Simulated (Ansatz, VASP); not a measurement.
**Cs4In in VASP and in Ansatz**

INCAR

```
SYSTEM = Cs4In
ALGO = Normal ; EDIFF = 1E-6
ENCUT = 520 ; GGA = PE
ISIF = 2 ; ISMEAR = 0
LASPH = .True. ; LCHARG = .False.
LREAL = .False. ; LWAVE = .False.
NBANDS = 32 ; NELM = 100
PREC = Accurate ; SIGMA = 0.1
```

KPOINTS

```
k-points
0
Gamma
  4 4 4
  0 0 0
```

File POSCAR:

```
Cs4In
1.0
   -4.1934984800      4.1934984800      4.1934984800
    4.1934984800     -4.1934984800      4.1934984800
    4.1934984800      4.1934984800     -4.1934984800
Cs In
4 1
Direct
    0.3495999900      0.3495999900      0.3495999900
    0.6504000100      0.0000000000      0.0000000000
    0.0000000000      0.0000000000      0.6504000100
    0.0000000000      0.6504000100      0.0000000000
    0.0000000000      0.0000000000      0.0000000000
```

Input for Ansatz:

```yaml
crystal:
  lattice:
    - [-4.19349848, 4.19349848, 4.19349848]
    - [4.19349848, -4.19349848, 4.19349848]
    - [4.19349848, 4.19349848, -4.19349848]
  atoms:
    - { symbol: Cs, position: [0.34959999, 0.34959999, 0.34959999] }
    - { symbol: Cs, position: [0.65040001, 0.0, 0.0] }
    - { symbol: Cs, position: [0.0, 0.0, 0.65040001] }
    - { symbol: Cs, position: [0.0, 0.65040001, 0.0] }
    - { symbol: In, position: [0.0, 0.0, 0.0] }
basis:
  ecutwfc: 420
kpoints:
  mp_grid: { grid: [4, 4, 4] }
hamiltonian:
  xc: pbe
scf:
  occupations: { method: gaussian, width: 0.1 }
  lower_state_search: "off"
output:
  forces: true
  stress: true
  eigenvalues: true
```

Change from the starting cell: species swapped into the GeF4 type (I-43m, No. 217).

Alike in both runs: task single point; functional PBE; k mesh 4 × 4 × 4; occupations gaussian, width 0.1 eV; no spin polarisation.

```csv
,VASP,Ansatz
version,VASP 6.6.1,Ansatz 0.2.0
potentials or method,"VASP PAW PBE potentials, release 64 (Cs_sv, In_d), cutoff 520 eV","scalar-relativistic, plane waves, PAW"
valence electrons in the cell,49,49
```

```tsv
	VASP	Ansatz	Ansatz less VASP
gap on the k mesh at the Fermi level (eV)	none	none	-
pressure (GPa)	13.9	13.7	-0.18
rms of the force components (eV/Å)	3.803	3.748	-0.0549
```

Atom by atom the forces differ by 0.055 eV/Å (rms over components). A gap of «none» marks a metal or a gap that the smearing closes.

Neither program's run includes spin-orbit coupling.
